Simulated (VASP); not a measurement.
# Os (Fm-3m) in VASP: further runs

Aim: see how the results for Os move with the level of theory and the settings. Levels: PBE+U, PBEsol+U, BLYP. Tasks: single point.

All numbers are computed with VASP 6.6.1; they aren't measurements. Logs are shortened: lines on timing, memory, paths and dates and some standing lists are left out, and cuts for length are marked.

## 1. The cell of the first run

The structure is cubic, space group Fm-3m (No. 225). Conventional cell: a = 3.844 Å, b = 3.844 Å, c = 3.844 Å, α = 90.00°, β = 90.00°, γ = 90.00°. Within 3.6 Å of Os (site symmetry m-3m) lie 12 Os at 2.72 Å.

This isn't the form of Os at room conditions, which is hcp.

## 2. Single point, PBE+U

INCAR reads:

```
  PREC = Accurate
  ENCUT = 560
  EDIFF = 1E-6
  ISMEAR = 0
  SIGMA = 0.1
  LREAL = False
  LASPH = True
  NELM = 200
  ALGO = Normal
  ISIF = 2
  LWAVE = False
  LCHARG = True
  LMAXMIX = 4
  LDAU = True
  LDAUTYPE = 1
  LDAUL = 2
  LDAUU = 5.6
  LDAUJ = 0.69
  LDAUPRINT = 1
  GGA = PE
  LELF = True
  LVHAR = True
  NBANDS = 14
  GGA_COMPAT = False
```

KPOINTS reads:

```
regular mesh
0
Gamma
  10 10 10
```

POSCAR reads:

```
Os
1.0
    0.0000000000      1.9220413878      1.9220413878
    1.9220413878      0.0000000000      1.9220413878
    1.9220413878      1.9220413878      0.0000000000
Os
1
Direct
    0.0000000000      0.0000000000      0.0000000000
```

Potentials or basis: VASP PAW PBE potentials, release 64 (Os_sv_GW).

The run is started by

```console
$ cat potpaw_PBE.64/Os_sv_GW/POTCAR > POTCAR
$ mpirun -np 1 vasp_std > vasp.out
```

OUTCAR:

```text
PREC = Accurate
   ENCUT = 560
   EDIFF = 1E-6
   ISMEAR = 0
   LREAL = False
   LASPH = True
   NELM = 200
   ISIF = 2
   GGA = PE

 ion  position               nearest neighbor table
   1  0.000  0.000  0.000-

  LATTYP: Found a face centered cubic cell.
 ALAT       =     3.8440827756

  Lattice vectors:

 A1 = (   0.0000000000,   1.9220413878,   1.9220413878)
 A2 = (   1.9220413878,   0.0000000000,   1.9220413878)
 A3 = (   1.9220413878,   1.9220413878,   0.0000000000)

Analysis of symmetry for initial positions (statically):
=====================================================================
 Subroutine PRICEL returns:
 Original cell was already a primitive cell.

 Routine SETGRP: Setting up the symmetry group for a
 face centered cubic supercell.

 Subroutine GETGRP returns: Found 48 space group operations
 (whereof 48 operations were pure point group operations)
 out of a pool of 48 trial point group operations.

The static configuration has the point symmetry O_h .

Analysis of symmetry for dynamics (positions and initial velocities):
=====================================================================
 Subroutine PRICEL returns:
 Original cell was already a primitive cell.

 Routine SETGRP: Setting up the symmetry group for a
 face centered cubic supercell.

 Subroutine GETGRP returns: Found 48 space group operations
 (whereof 48 operations were pure point group operations)
 out of a pool of 48 trial point group operations.

The dynamic configuration has the point symmetry O_h .

 Subroutine INISYM returns: Found 48 space group operations
 (whereof 48 operations are pure point group operations),
 and found     1 'primitive' translations

----------------------------------------------------------------------------------------

                                     Primitive cell

  volume of cell :      14.2010

  direct lattice vectors                    reciprocal lattice vectors
     0.000000000  1.922041388  1.922041388    -0.260140080  0.260140080  0.260140080
     1.922041388  0.000000000  1.922041388     0.260140080 -0.260140080  0.260140080
     1.922041388  1.922041388  0.000000000     0.260140080  0.260140080 -0.260140080

  length of vectors
     2.718176998  2.718176998  2.718176998     0.450575835  0.450575835  0.450575835

  position of ions in fractional coordinates (direct lattice)
     0.000000000  0.000000000  0.000000000

  ion indices of the primitive-cell ions
   primitive index   ion index
                 1           1

----------------------------------------------------------------------------------------

 KPOINTS: regular mesh

Automatic generation of k-mesh.
 Grid dimensions read from file:
 generate k-points for:   10   10   10

 Generating k-lattice:

  Cartesian coordinates                     Fractional coordinates (reciprocal lattice)
    -0.026014008  0.026014008  0.026014008     0.100000000  0.000000000  0.000000000
     0.026014008 -0.026014008  0.026014008     0.000000000  0.100000000  0.000000000
     0.026014008  0.026014008 -0.026014008     0.000000000  0.000000000  0.100000000

  Length of vectors
     0.045057584  0.045057584  0.045057584

  Shift w.r.t. Gamma in fractional coordinates (k-lattice)
     0.000000000  0.000000000  0.000000000

 Subroutine IBZKPT returns following result:
 ===========================================

 Found     47 irreducible k-points:

 Following reciprocal coordinates:
            Coordinates               Weight
  0.000000  0.000000  0.000000      1.000000
  0.100000  0.000000  0.000000      8.000000
  0.200000  0.000000  0.000000      8.000000
  0.300000  0.000000  0.000000      8.000000
  0.400000  0.000000  0.000000      8.000000
  0.500000  0.000000  0.000000      4.000000
[... 16 lines left out ...]
  0.300000  0.300000  0.000000      6.000000
  0.400000  0.300000  0.000000     24.000000
 [... further k-points ...]
   k-points           NKPTS =     47   k-points in BZ     NKDIM =     47   number of bands    NBANDS=     14
   number of dos      NEDOS =    301   number of ions     NIONS =      1
   total plane-waves  NPLWV =  13824
   dimension x,y,z NGX =    24 NGY =   24 NGZ =   24
   dimension x,y,z NGXF=    48 NGYF=   48 NGZF=   48
   ions per type =               1
   NGX,Y,Z   is equivalent  to a cutoff of  14.68, 14.68, 14.68 a.u.
   NGXF,Y,Z  is equivalent  to a cutoff of  29.36, 29.36, 29.36 a.u.
 SYSTEM =  unknown system
   PREC   = accura    normal or accurate (medium, high low for compatibility)
   ISTART =      0    job   : 0-new  1-cont  2-samecut
   ICHARG =      2    charge: 1-file 2-atom 10-const
   ISPIN  =      1    spin polarized calculation?
   LNONCOLLINEAR =      F non collinear calculations
   LSORBIT =      F    spin-orbit coupling
   LASPH  =      T    aspherical Exc in radial PAW
   ENCUT  =  560.0 eV  41.16 Ry    6.42 a.u.   5.24  5.24  5.24*2*pi/ulx,y,z
   NELM   =    200;   NELMIN=  2; NELMDL= -5     # of ELM steps
   EDIFF  = 0.1E-05   stopping-criterion for ELM
   LREAL  =      F    real-space projection
   EDIFFG = 0.1E-04   stopping-criterion for IOM
   NSW    =      0    number of steps for IOM
   IBRION =     -1    ionic relax: 0-MD 1-quasi-New 2-CG
   NFREE  =      0    steps in history (QN), initial steepest desc. (CG)
   ISIF   =      2    stress and relaxation
   ISYM   =      2    0-nonsym 1-usesym 2-fastsym
   POTIM  = 0.5000    time-step for ionic-motion
   TEBEG  =    0.0;   TEEND  =   0.0 temperature during run
   PSTRESS=    0.0 pullay stress
   NELECT =      16.0000    total number of electrons
   NUPDOWN=      -1.0000    fix difference up-down
   EMIN   =  10.00;   EMAX   =-10.00  energy-range for DOS
   EFERMI =   0.00;   METHOD = LEGACY
   ISMEAR =     0;   SIGMA  =   0.10  broadening in eV -4-tet -1-fermi 0-gaus
   EFERMI_NEDOS =   21; number of points for ismear=-14 and -15
   IALGO  =     38    algorithm
   IMIX   =      4    mixing-type and parameters
     AMIX     =   0.40;   BMIX     =  1.00
     AMIX_MAG =   1.60;   BMIX_MAG =  1.00
  volume/ion in A,a.u.               =      14.20        95.83
  Fermi-wavevector in a.u.,A,eV,Ry     =   1.703500  3.219148 39.482905  2.901912
  Thomas-Fermi vector in A             =   2.783075
   LORBIT       =      0    0 simple, 1 ext, 2 COOP (PROOUT), +10 PAW based schemes
 LDA+U is selected, type is set to LDAUTYPE =  1
   angular momentum for each species LDAUL =     2
   U (eV)           for each species LDAUU =   5.6
   J (eV)           for each species LDAUJ =   0.7
   GGA     = PE    functional components
   LHFCALC =     F    Hartree Fock is set to
   AEXX    =    0.0000 exact exchange contribution
   IVDW    =     0    specifies the selected vdW correction
   LEPSILON=     F    determine dielectric tensor
   LRPA    =     F    only Hartree local field effects (RPA)
 non-spin polarized calculation
 Gauss-broadening in eV      SIGMA  =   0.10
  energy-cutoff  :      560.00
  volume of cell :       14.20
 maximum number of plane-waves:       444
 NGX is ok and might be reduce to    24
   NGX = 11   NGY = 11   NGZ = 11

atom =   1  type =  1  l = 2

 onsite density matrix

spin component  1

  0.4942  0.0000 -0.0000  0.0000 -0.0000
  0.0000  0.4942  0.0000  0.0000 -0.0000
 -0.0000  0.0000  0.5757  0.0000  0.0000
  0.0000  0.0000  0.0000  0.4942 -0.0000
 -0.0000 -0.0000  0.0000 -0.0000  0.5757

spin component  2

  0.4942  0.0000 -0.0000  0.0000 -0.0000
  0.0000  0.4942  0.0000  0.0000 -0.0000
 -0.0000  0.0000  0.5757  0.0000  0.0000
  0.0000  0.0000  0.0000  0.4942 -0.0000
 -0.0000 -0.0000  0.0000 -0.0000  0.5757

 occupancies and eigenvectors

  o =  0.4942  v =  0.0000 -0.9943  0.0000 -0.1062  0.0000  0.0000  0.0000  0.0000  0.0000  0.0000      0.0000  0.0000  0.0000  0.0000  0.0000  0.0000  0.0000  0.0000  0.0000  0.0000
  o =  0.4942  v =  0.0000  0.0000  0.0000  0.0000  0.0000  0.0000 -0.9943  0.0000 -0.1062  0.0000      0.0000  0.0000  0.0000  0.0000  0.0000  0.0000  0.0000  0.0000  0.0000  0.0000
  o =  0.4942  v =  0.0000 -0.1062 -0.0000  0.9943 -0.0000  0.0000  0.0000  0.0000  0.0000  0.0000      0.0000  0.0000  0.0000  0.0000  0.0000  0.0000  0.0000  0.0000  0.0000  0.0000
  o =  0.4942  v =  0.0000  0.0000  0.0000  0.0000  0.0000  0.0000 -0.1062 -0.0000  0.9943 -0.0000      0.0000  0.0000  0.0000  0.0000  0.0000  0.0000  0.0000  0.0000  0.0000  0.0000
  o =  0.4942  v =  0.0000  0.0000  0.0000  0.0000  0.0000  1.0000  0.0000  0.0000  0.0000  0.0000      0.0000  0.0000  0.0000  0.0000  0.0000  0.0000  0.0000  0.0000  0.0000  0.0000
  o =  0.4942  v =  1.0000  0.0000  0.0000  0.0000  0.0000  0.0000  0.0000  0.0000  0.0000  0.0000      0.0000  0.0000  0.0000  0.0000  0.0000  0.0000  0.0000  0.0000  0.0000  0.0000
  o =  0.5757  v =  0.0000  0.0000  0.0000  0.0000  0.0000  0.0000 -0.0000 -0.0347  0.0000  0.9994      0.0000  0.0000  0.0000  0.0000  0.0000  0.0000  0.0000  0.0000  0.0000  0.0000
  o =  0.5757  v =  0.0000 -0.0000 -0.0347  0.0000  0.9994  0.0000  0.0000  0.0000  0.0000  0.0000      0.0000  0.0000  0.0000  0.0000  0.0000  0.0000  0.0000  0.0000  0.0000  0.0000
  o =  0.5757  v =  0.0000 -0.0000 -0.9994 -0.0000 -0.0347  0.0000  0.0000  0.0000  0.0000  0.0000      0.0000  0.0000  0.0000  0.0000  0.0000  0.0000  0.0000  0.0000  0.0000  0.0000
  o =  0.5757  v =  0.0000  0.0000  0.0000  0.0000  0.0000  0.0000 -0.0000 -0.9994 -0.0000 -0.0347      0.0000  0.0000  0.0000  0.0000  0.0000  0.0000  0.0000  0.0000  0.0000  0.0000

 number of electron      16.0000000 magnetization

 Free energy of the ion-electron system (eV)
  ---------------------------------------------------
  ext. energy  EPLUGINS =         0.00000000
  ---------------------------------------------------
  free energy    TOTEN  =        -6.08769037 eV

  energy without entropy =       -6.08167531  energy(sigma->0) =       -6.08468284

 E-fermi :  13.3369     XC(G=0): -14.5065

 val. band max:       13.2479655870   @ k =   0.4000   0.3000   0.1000
 cond. band min:      13.3370613783   @ k =   0.1000   0.1000   0.0000
 fundamental gap:      0.0890957914
 Fermi energy:        13.3368741855

 k-point     1 :       0.0000    0.0000    0.0000
  band No.  band energies     occupation
      1     -73.0950      2.00000
      2     -31.9576      2.00000
      3     -31.9576      2.00000
      4     -31.9576      2.00000
      5       2.6981      2.00000
      6      10.5035      2.00000
      7      10.5035      2.00000
      8      10.5035      2.00000
      9      13.1460      1.99307
     10      13.1460      1.99307
     11      26.7202      0.00000
     12      32.4466      0.00000
     13      32.4466      0.00000
     14      32.4466      0.00000

 k-point     2 :       0.1000    0.0000    0.0000
  band No.  band energies     occupation
      1     -73.0865      2.00000
      2     -32.0617      2.00000
      3     -31.9716      2.00000
      4     -31.9716      2.00000
      5       3.1551      2.00000
      6      10.2367      2.00000
      7      10.6960      2.00000
      8      10.6960      2.00000
      9      13.0171      1.99999
     10      13.0171      1.99999
     11      27.5478      0.00000
     12      30.7840      0.00000
     13      33.2499      0.00000
     14      33.2499      0.00000

 k-point     3 :       0.2000    0.0000    0.0000
  band No.  band energies     occupation
      1     -73.0634      2.00000
      2     -32.3267      2.00000
      3     -32.0076      2.00000
      4     -32.0076      2.00000
      5       4.3338      2.00000
      6       9.8084      2.00000
      7      10.9345      2.00000
      8      10.9345      2.00000
      9      13.0735      1.99980
     10      13.0735      1.99980
     11      28.0354      0.00000
     12      29.7557      0.00000
     13      35.4602      0.00000
     14      35.4602      0.00000
[... 324 lines left out ...]
 k-point    23 :       0.3000    0.3000    0.0000
  band No.  band energies     occupation
      1     -73.0144      2.00000
      2     -32.6118      2.00000
      3     -32.2072      2.00000
      4     -32.2072      2.00000
      5       6.1960      2.00000
      6       7.7332      2.00000
      7      11.2986      2.00000
      8      13.5723      0.00087
      9      13.5723      0.00087
     10      14.5733      0.00000
     11      30.3833      0.00000
     12      30.3833      0.00000
     13      31.3775      0.00000
     14      34.6502      0.00000

 k-point    24 :       0.4000    0.3000    0.0000
  band No.  band energies     occupation
      1     -72.9959      2.00000
      2     -32.7465      2.00000
      3     -32.2823      2.00000
      4     -32.2495      2.00000
      5       6.4442      2.00000
      6       7.4837      2.00000
      7      11.5182      2.00000
      8      13.6658      0.00000
      9      15.4835      0.00000
     10      15.5206      0.00000
     11      26.9287      0.00000
     12      28.9828      0.00000
     13      30.2662      0.00000
     14      34.9807      0.00000

 [... further k-points ...]

------------------------ aborting loop because EDIFF is reached ----------------------------------------

  FORCE on cell =-STRESS in cart. coord.  units (eV):
  Direction    XX          YY          ZZ          XY          YZ          ZX
  --------------------------------------------------------------------------------------
  -------------------------------------------------------------------------------------
  Total        0.1733644      0.1733644      0.1733644      0.0000000      0.0000000      0.0000000
  in kB       19.5592576     19.5592576     19.5592576      0.0000000      0.0000000      0.0000000
  external PRESSURE =      19.5592576 kB  Pullay stress =       0.0000000 kB

 VOLUME and BASIS-vectors are now :
 -----------------------------------------------------------------------------
  energy-cutoff  :      560.00
  volume of cell :       14.20
      direct lattice vectors                 reciprocal lattice vectors
     0.000000000  1.922041388  1.922041388    -0.260140080  0.260140080  0.260140080
     1.922041388  0.000000000  1.922041388     0.260140080 -0.260140080  0.260140080
     1.922041388  1.922041388  0.000000000     0.260140080  0.260140080 -0.260140080

 POSITION                                       TOTAL-FORCE (eV/Angst)
 -----------------------------------------------------------------------------------
      0.00000      0.00000      0.00000         0.000000      0.000000      0.000000
 -----------------------------------------------------------------------------------
    total drift:                               -0.000000      0.000000      0.000000

  FREE ENERGIE OF THE ION-ELECTRON SYSTEM (eV)
  ---------------------------------------------------
  free  energy   TOTEN  =        -6.0876903742 eV

  energy  without entropy=       -6.0816753103  energy(sigma->0) =       -6.08468284
```

Wall time 25 s (1 thread of AMD EPYC 7R43 (Zen 3), shared host); peak memory 0.11 GiB.

What came out:

| Property | Result |
| --- | --- |
| Free energy | -6.0877 eV |
| Pressure | 2.0 GPa |
| Band gap on the k mesh | zero (bands 8 and 9 overlap by 3.76 eV) |

Levels at points of the mesh, in eV from the Fermi level:
```
           k point  band 5  band 6  band 7  band 8  band 9  band 10  band 11  band 12
(0.00, 0.00, 0.00)  -10.64   -2.83   -2.83   -2.83   -0.19    -0.19    13.38    19.11
(0.50, 0.00, 0.00)   -7.50   -3.19   -3.19   -0.16    2.40     2.40     8.93    13.09
(0.50, 0.50, 0.00)   -7.61   -6.67    2.13    2.35    3.22     3.22    11.96    11.96
```

Eigenvalues of the final occupation matrices:
```tsv
site	spin	trace	eigenvalues
site 1 d	1	2.63	0.49 0.49 0.49 0.58 0.58
site 1 d	2	2.63	0.49 0.49 0.49 0.58 0.58
```

Caveat: spin-orbit coupling is left out, which moves the levels of the heavy elements; U without spin polarisation on a metal has little footing; the U is typed as a test and isn't derived for this compound.

## 3. Single point, PBEsol+U

INCAR reads:

```
PREC = Accurate
ENCUT = 560
EDIFF = 1E-6
ISMEAR = 0
SIGMA = 0.1
LREAL = False
LASPH = True
NELM = 200
ALGO = Normal
ISIF = 2
LWAVE = False
LCHARG = False
LMAXMIX = 4
LDAU = True
LDAUTYPE = 2
LDAUL = 2
LDAUU = 3.9
LDAUJ = 0
LDAUPRINT = 1
GGA = PS
NBANDS = 14
GGA_COMPAT = False
```

KPOINTS reads:

```
Automatic mesh
0
Gamma
  9 9 9
```

POSCAR is that of step 2.

Potentials or basis: VASP PAW PBE potentials, release 64 (Os_sv_GW).

The run is started by

```console
$ cat potpaw_PBE.64/Os_sv_GW/POTCAR > POTCAR
$ mpirun -np 1 vasp_std > vasp.out
```

Wall time 17 s (1 thread of AMD EPYC 7R43 (Zen 3), shared host); peak memory 0.11 GiB.

It converged, with:

| Quantity | Value |
| --- | --- |
| Free energy | -8.3854 eV |
| Pressure | -10.2 GPa |
| Band gap on the k mesh | zero (bands 8 and 9 overlap by 3.30 eV) |

Levels at points of the mesh, in eV from the Fermi level:
```
           k point  band 5  band 6  band 7  band 8  band 9  band 10  band 11  band 12
(0.00, 0.00, 0.00)  -10.73   -2.92   -2.92   -2.92   -0.13    -0.13    13.35    19.05
```

Eigenvalues of the final occupation matrices:
| site | spin | trace | eigenvalues |
| --- | --- | --- | --- |
| site 1 d | 1 | 2.63 | 0.50 0.50 0.50 0.56 0.56 |
| site 1 d | 2 | 2.63 | 0.50 0.50 0.50 0.56 0.56 |

Caveat: the cell stands under tension; the PAW data sets were made with another functional, which shifts forces and pressure a little; spin-orbit coupling is left out, which moves the levels of the heavy elements; U without spin polarisation on a metal has little footing; the U is typed as a test and isn't derived for this compound.

(Continued in part 2 of 2.)

The gap in the log of VASP goes by the Fermi energy; the results here count the filled bands.